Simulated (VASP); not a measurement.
# Fe (Im-3m) in VASP: a series of runs, part 2 of 2

VASP 6.6.1.

## Step 4: Single point, r2SCAN, collinear spin, ferromagnetic start

POSCAR

```
Fe
1.0
   -1.4345540701      1.4345540701      1.4345540701
    1.4345540701     -1.4345540701      1.4345540701
    1.4345540701      1.4345540701     -1.4345540701
Fe
1
Direct
    0.0000000000      0.0000000000      0.0000000000
```

INCAR.step1

```
SYSTEM = Fe
PREC     = Accurate       ! precision mode
ENCUT    = 520            ! plane-wave cutoff, eV
ISMEAR   = -1             ! smearing method
SIGMA    = 0.05           ! smearing width, eV
LREAL    = .FALSE.        ! projectors in reciprocal space
LASPH    = .TRUE.         ! aspherical terms in the spheres
NELM     = 150            ! most SCF steps
ISPIN    = 2              ! spin polarisation
MAGMOM   = 2.5            ! initial moments
LMAXMIX  = 4              ! l up to which the mixer works
NBANDS   = 14             ! bands
GGA      = PE             ! functional
ALGO     = Normal         ! electronic algorithm
EDIFF    = 1E-4           ! SCF threshold, eV
LWAVE    = .TRUE.         ! write WAVECAR
LCHARG   = .FALSE.        ! write CHGCAR
```

INCAR.step2

```
SYSTEM = Fe
PREC     = Accurate       ! precision mode
ENCUT    = 520            ! plane-wave cutoff, eV
EDIFF    = 1E-6           ! SCF threshold, eV
ISMEAR   = -1             ! smearing method
SIGMA    = 0.05           ! smearing width, eV
LREAL    = .FALSE.        ! projectors in reciprocal space
LASPH    = .TRUE.         ! aspherical terms in the spheres
NELM     = 150            ! most SCF steps
ALGO     = Normal         ! electronic algorithm
ISIF     = 2              ! what is computed and relaxed
LWAVE    = .FALSE.        ! write WAVECAR
LCHARG   = .FALSE.        ! write CHGCAR
ISPIN    = 2              ! spin polarisation
MAGMOM   = 2.5            ! initial moments
LORBIT   = 11             ! projections on sites
LMAXMIX  = 4              ! l up to which the mixer works
METAGGA  = R2SCAN         ! meta-GGA
LMIXTAU  = .TRUE.       
NBANDS   = 14             ! bands
ISTART   = 1
```

KPOINTS

```
Automatic mesh
0
G
  15 15 15
  0 0 0
```

Potentials or basis: VASP PAW PBE potentials, release 64 (Fe).

Started as:

```bash
> cat potpaw_PBE.64/Fe/POTCAR > POTCAR
> cp INCAR.step1 INCAR
> mpirun -np 1 vasp_std > vasp.out
> cp INCAR.step2 INCAR
> mpirun -np 1 vasp_std > vasp.out
```

OUTCAR:

```text
SYSTEM = Fe
   PREC = Accurate
   ENCUT = 520
   EDIFF = 1E-6
   ISMEAR = -1
   LREAL = .FALSE.
   LASPH = .TRUE.
   NELM = 150
   ISIF = 2
   ISPIN = 2
   LORBIT = 11
   METAGGA = R2SCAN
   ISTART = 1

 ion  position               nearest neighbor table
   1  0.000  0.000  0.000-

  LATTYP: Found a body centered cubic cell.
 ALAT       =     2.8691081402

  Lattice vectors:

 A1 = (  -1.4345540701,   1.4345540701,   1.4345540701)
 A2 = (   1.4345540701,  -1.4345540701,   1.4345540701)
 A3 = (   1.4345540701,   1.4345540701,  -1.4345540701)

Analysis of symmetry for initial positions (statically):
=====================================================================
 Subroutine PRICEL returns:
 Original cell was already a primitive cell.

 Routine SETGRP: Setting up the symmetry group for a
 body centered cubic supercell.

 Subroutine GETGRP returns: Found 48 space group operations
 (whereof 48 operations were pure point group operations)
 out of a pool of 48 trial point group operations.

The static configuration has the point symmetry O_h .

Analysis of symmetry for dynamics (positions and initial velocities):
=====================================================================
 Subroutine PRICEL returns:
 Original cell was already a primitive cell.

 Routine SETGRP: Setting up the symmetry group for a
 body centered cubic supercell.

 Subroutine GETGRP returns: Found 48 space group operations
 (whereof 48 operations were pure point group operations)
 out of a pool of 48 trial point group operations.

The dynamic configuration has the point symmetry O_h .

Analysis of structural, dynamic, and magnetic symmetry:
=====================================================================
 Subroutine PRICEL returns:
 Original cell was already a primitive cell.

 Routine SETGRP: Setting up the symmetry group for a
 body centered cubic supercell.

 Subroutine GETGRP returns: Found 48 space group operations
 (whereof 48 operations were pure point group operations)
 out of a pool of 48 trial point group operations.

The overall configuration has the point symmetry O_h .

 Subroutine INISYM returns: Found 48 space group operations
 (whereof 48 operations are pure point group operations),
 and found     1 'primitive' translations

----------------------------------------------------------------------------------------

                                     Primitive cell

  volume of cell :      11.8089

  direct lattice vectors                    reciprocal lattice vectors
    -1.434554070  1.434554070  1.434554070     0.000000000  0.348540366  0.348540366
     1.434554070 -1.434554070  1.434554070     0.348540366  0.000000000  0.348540366
     1.434554070  1.434554070 -1.434554070     0.348540366  0.348540366  0.000000000

  length of vectors
     2.484720536  2.484720536  2.484720536     0.492910512  0.492910512  0.492910512

  position of ions in fractional coordinates (direct lattice)
     0.000000000  0.000000000  0.000000000

  ion indices of the primitive-cell ions
   primitive index   ion index
                 1           1

----------------------------------------------------------------------------------------

 KPOINTS: Automatic mesh

Automatic generation of k-mesh.
 Grid dimensions read from file:
 generate k-points for:   15   15   15

 Generating k-lattice:

  Cartesian coordinates                     Fractional coordinates (reciprocal lattice)
     0.000000000  0.023236024  0.023236024     0.066666667  0.000000000  0.000000000
     0.023236024  0.000000000  0.023236024     0.000000000  0.066666667  0.000000000
[... 65 lines left out ...]
   ISYM   =      2    0-nonsym 1-usesym 2-fastsym
   POTIM  = 0.5000    time-step for ionic-motion
   TEBEG  =    0.0;   TEEND  =   0.0 temperature during run
   PSTRESS=    0.0 pullay stress
   NELECT =       8.0000    total number of electrons
   NUPDOWN=      -1.0000    fix difference up-down
   EMIN   =  10.00;   EMAX   =-10.00  energy-range for DOS
   EFERMI =   0.00;   METHOD = LEGACY
   ISMEAR =    -1;   SIGMA  =   0.05  broadening in eV -4-tet -1-fermi 0-gaus
   EFERMI_NEDOS =   21; number of points for ismear=-14 and -15
   IALGO  =     38    algorithm
   IMIX   =      4    mixing-type and parameters
     AMIX     =   0.40;   BMIX     =  1.00
     AMIX_MAG =   1.60;   BMIX_MAG =  1.00
  volume/ion in A,a.u.               =      11.81        79.69
  Fermi-wavevector in a.u.,A,eV,Ry     =   1.437809  2.717065 28.127258  2.067295
  Thomas-Fermi vector in A             =   2.556846
   LORBIT       =     11    0 simple, 1 ext, 2 COOP (PROOUT), +10 PAW based schemes
   METAGGA = R2SCAN    functional components
   LHFCALC =     F    Hartree Fock is set to
   AEXX    =    0.0000 exact exchange contribution
   IVDW    =     0    specifies the selected vdW correction
   LEPSILON=     F    determine dielectric tensor
   LRPA    =     F    only Hartree local field effects (RPA)
 spin polarized calculation
  energy-cutoff  :      520.00
  volume of cell :       11.81
 maximum number of plane-waves:       333
   NGX =  9   NGY =  9   NGZ =  9

 number of electron       7.9999996 magnetization       2.6701378

 Free energy of the ion-electron system (eV)
  ---------------------------------------------------
  ext. energy  EPLUGINS =         0.00000000
  ---------------------------------------------------
  free energy    TOTEN  =       -14.36293088 eV

  energy without entropy =      -14.35694965  energy(sigma->0) =      -14.35994027

 E-fermi :   5.4605     XC(G=0): -14.0000

 val. band max:        5.4444795318   @ k =   0.1333   0.0667   0.0000
 cond. band min:       5.4630974344   @ k =  -0.2667   0.2667   0.2667
 fundamental gap:      0.0186179025
 Fermi energy:         5.4605407698

 spin component 1

 k-point     1 :       0.0000    0.0000    0.0000
  band No.  band energies     occupation
      1      -3.0322      1.00000
      2       2.3681      1.00000
      3       2.3682      1.00000
      4       2.3682      1.00000
      5       3.5742      1.00000
      6       3.5742      1.00000
      7      31.0509      0.00000
      8      31.0510      0.00000
      9      31.0510      0.00000
     10      35.8708      0.00000
     11      35.8708      0.00000
     12      37.5147      0.00000
     13      37.5147      0.00000
     14      37.5154      0.00000
[... 379 lines left out ...]
      3       2.6031      1.00000
      4       3.6060      1.00000
      5       4.0850      1.00000
      6       8.9938      0.00000
      7      12.5643      0.00000
      8      18.0602      0.00000
      9      24.7046      0.00000
     10      31.8335      0.00000
     11      36.6716      0.00000
     12      39.5073      0.00000
     13      43.3761      0.00000
     14      50.0012      0.00000

 [... further k-points ...]

 spin component 2

 k-point     1 :       0.0000    0.0000    0.0000
  band No.  band energies     occupation
      1      -3.6470      1.00000
      2       5.8285      0.00064
      3       5.8286      0.00064
      4       5.8286      0.00064
      5       8.0130      0.00000
      6       8.0130      0.00000
      7      30.6942      0.00000
      8      30.6943      0.00000
      9      30.6943      0.00000
     10      36.4686      0.00000
     11      36.4686      0.00000
     12      39.3073      0.00000
     13      39.3073      0.00000
     14      39.3077      0.00000
[... 379 lines left out ...]
      3       4.4888      1.00000
      4       7.7973      0.00000
      5       8.2945      0.00000
      6      10.8739      0.00000
      7      14.5847      0.00000
      8      19.1181      0.00000
      9      25.7132      0.00000
     10      32.4706      0.00000
     11      37.2631      0.00000
     12      40.9830      0.00000
     13      45.5596      0.00000
     14      50.8816      0.00000

 [... further k-points ...]
[... 5 lines left out ...]
  --------------------------------------------------------------------------------------
  -------------------------------------------------------------------------------------
  Total       -0.0272063     -0.0272063     -0.0272063      0.0000000      0.0000000      0.0000000
  in kB       -3.6912130     -3.6912130     -3.6912130      0.0000000      0.0000000      0.0000000
  external PRESSURE =      -3.6912130 kB  Pullay stress =       0.0000000 kB

 VOLUME and BASIS-vectors are now :
 -----------------------------------------------------------------------------
  energy-cutoff  :      520.00
  volume of cell :       11.81
      direct lattice vectors                 reciprocal lattice vectors
    -1.434554070  1.434554070  1.434554070     0.000000000  0.348540366  0.348540366
     1.434554070 -1.434554070  1.434554070     0.348540366  0.000000000  0.348540366
     1.434554070  1.434554070 -1.434554070     0.348540366  0.348540366  0.000000000

 POSITION                                       TOTAL-FORCE (eV/Angst)
 -----------------------------------------------------------------------------------
      0.00000      0.00000      0.00000        -0.000000     -0.000000      0.000000
 -----------------------------------------------------------------------------------
    total drift:                                0.000000      0.000000      0.000000

  FREE ENERGIE OF THE ION-ELECTRON SYSTEM (eV)
  ---------------------------------------------------
  free  energy   TOTEN  =       -14.3629308795 eV

  energy  without entropy=      -14.3569496514  energy(sigma->0) =      -14.35994027

 total charge

# of ion       s       p       d       tot
------------------------------------------
    1        0.478   0.549   6.166   7.192

 magnetization (x)

# of ion       s       p       d       tot
------------------------------------------
    1       -0.012  -0.115   2.866   2.739
```

Run time: 1.9 min. Hardware: 1 thread of Intel Xeon Platinum 8259CL at 2.50GHz (Skylake/Cascade Lake), shared host; peak memory 0.15 GiB.

Results:

```
Free energy                                           : -14.3629 eV
Pressure                                              : -0.4 GPa
Net moment                                            : 2.67 μB per cell
Site moments                                          : Fe +2.74 μB
Valence electrons inside the program's atomic spheres : Fe 7.19
```

Levels at points of the mesh, in eV from the Fermi level:
Spin up:
| k point | band 3 | band 4 | band 5 | band 6 | band 7 | band 8 |
| --- | --- | --- | --- | --- | --- | --- |
| (0.00, 0.00, 0.00) | -3.09 | -3.09 | -1.89 | -1.89 | 25.59 | 25.59 |
Spin down:
```
           k point  band 1  band 2  band 3  band 4  band 5  band 6  band 7  band 8
(0.00, 0.00, 0.00)   -9.11    0.37    0.37    0.37    2.55    2.55   25.23   25.23
```

Caveat: the PAW data sets were made with another functional, which shifts forces and pressure a little.

## Step 5: Single point, r2SCAN, collinear spin, ferromagnetic start (volume scaled by 0.88)

POSCAR

```
Fe
1.0
   -1.3747101715      1.3747101715      1.3747101715
    1.3747101715     -1.3747101715      1.3747101715
    1.3747101715      1.3747101715     -1.3747101715
Fe
1
Direct
    0.0000000000      0.0000000000      0.0000000000
```

INCAR.step1

```
SYSTEM = Fe
ALGO = Normal ; EDIFF = 1E-4
ENCUT = 520 ; GGA = PE
ISMEAR = -1 ; ISPIN = 2
LASPH = .TRUE. ; LCHARG = .FALSE.
LMAXMIX = 4 ; LREAL = .FALSE.
LWAVE = .TRUE. ; MAGMOM = 2.804
NBANDS = 14 ; NELM = 150
PREC = Accurate ; SIGMA = 0.05
```

INCAR.step2

```
SYSTEM = Fe
ALGO = Normal ; EDIFF = 1E-7
ENCUT = 520 ; ISIF = 2
ISMEAR = -1 ; ISPIN = 2
ISTART = 1 ; LASPH = .TRUE.
LCHARG = .FALSE. ; LMAXMIX = 4
LMIXTAU = .TRUE. ; LORBIT = 11
LREAL = .FALSE. ; LWAVE = .FALSE.
MAGMOM = 2.804 ; METAGGA = R2SCAN
NBANDS = 14 ; NELM = 150
PREC = Accurate ; SIGMA = 0.05
```

KPOINTS

```
k-points
0
G
  25 25 25
  0 0 0
```

Started as:

```bash
> cat potpaw_PBE.64/Fe/POTCAR > POTCAR
> cp INCAR.step1 INCAR
> mpirun -np 1 vasp_std > vasp.out
> cp INCAR.step2 INCAR
> mpirun -np 1 vasp_std > vasp.out
```

Run time: 8.6 min. Hardware: 1 thread of Intel Xeon Platinum 8259CL at 2.50GHz (Skylake/Cascade Lake), shared host; peak memory 0.22 GiB.

Results (log left out):

| Item | Value |
| --- | --- |
| Free energy | -14.2557 eV |
| Pressure | 25.5 GPa |
| Net moment | 2.41 μB per cell |
| Site moments | Fe +2.43 μB |
| Valence electrons inside the program's atomic spheres | Fe 7.48 |

Levels at points of the mesh, in eV from the Fermi level:
Spin up:
```tsv
k point	band 2	band 3	band 4	band 5	band 6	band 7	band 8	band 9
(0.00, 0.00, 0.00)	-2.88	-2.88	-2.88	-1.46	-1.46	27.21	27.21	27.21
```
Spin down:
| k point | band 1 | band 2 | band 3 | band 4 | band 5 | band 6 |
| --- | --- | --- | --- | --- | --- | --- |
| (0.00, 0.00, 0.00) | -9.54 | 0.13 | 0.13 | 0.13 | 2.74 | 2.74 |

Caveat: the PAW data sets were made with another functional, which shifts forces and pressure a little.

## Step 6: The runs side by side

```csv
cell,k mesh,smearing,gap on the mesh (eV),pressure (GPa),moment (μB)
"a = 2.485 Å, angles 109.5°, 1 atom",15 × 15 × 15,methfessel-paxton 0.01 eV,none,-0.3,2.67
"a = 2.485 Å, angles 109.5°, 1 atom",15 × 15 × 15,methfessel-paxton 0.03 eV,none,-0.2,2.68
"a = 2.485 Å, angles 109.5°, 1 atom",15 × 15 × 15,fermi-dirac 0.05 eV,none,-0.4,2.67
"a = 2.381 Å, angles 109.5°, 1 atom",25 × 25 × 25,fermi-dirac 0.05 eV,none,25.5,2.41
```

Alike in all rows: task single point; level r2SCAN; potentials or basis VASP PAW PBE potentials, release 64 (Fe); spin collinear, ferromagnetic start; cutoff (eV) 520.

Every run on the cell as given and a fine mesh finds a metal.

Caveats: the PAW data sets were made with another functional, which shifts forces and pressure a little.

Total energies depend on the potentials used, so only differences within one code and one set of settings carry meaning.
